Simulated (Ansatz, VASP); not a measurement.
**Pd in VASP and in Ansatz**

```
Pd
1.0
     0.00000    2.63524    2.63524
     2.63524    0.00000    2.63524
     2.63524    2.63524    0.00000
Pd
2
Cartesian
  0.0000 0.0000 0.0000
  2.6352 2.6352 2.6352
```

Alike in both runs: task single point; functional LDA; k mesh 18 × 18 × 18; occupations fermi-dirac, width 0.05 eV; collinear spin.

```csv
,VASP,Ansatz
version,VASP 6.6.1,Ansatz 0.2.0
potentials or method,"VASP PAW LDA potentials, release 64 (Pd), cutoff 520 eV","plane waves (420 eV) with PAW, scalar-relativistic"
valence electrons in the cell,20,36
```

VASP gave:

| Property | Result |
| --- | --- |
| pressure (GPa) | -13.8 |
| net moment per atom (μB) | 0.00 |

Q: Estimate Ansatz's values.

A: Pressure (GPa): -13.9; net moment per atom (μB): 0.00.

Ansatz warns that its potentials were made for another functional, while VASP's fit it. LDA's correlation is that of Perdew and Zunger in VASP and of Perdew and Wang (1992) in Ansatz. VASP's potentials hold 20 valence electrons a cell and Ansatz's 36, so a difference there can come from the potentials and not from the codes. Ansatz's warnings: seeded moment not kept.
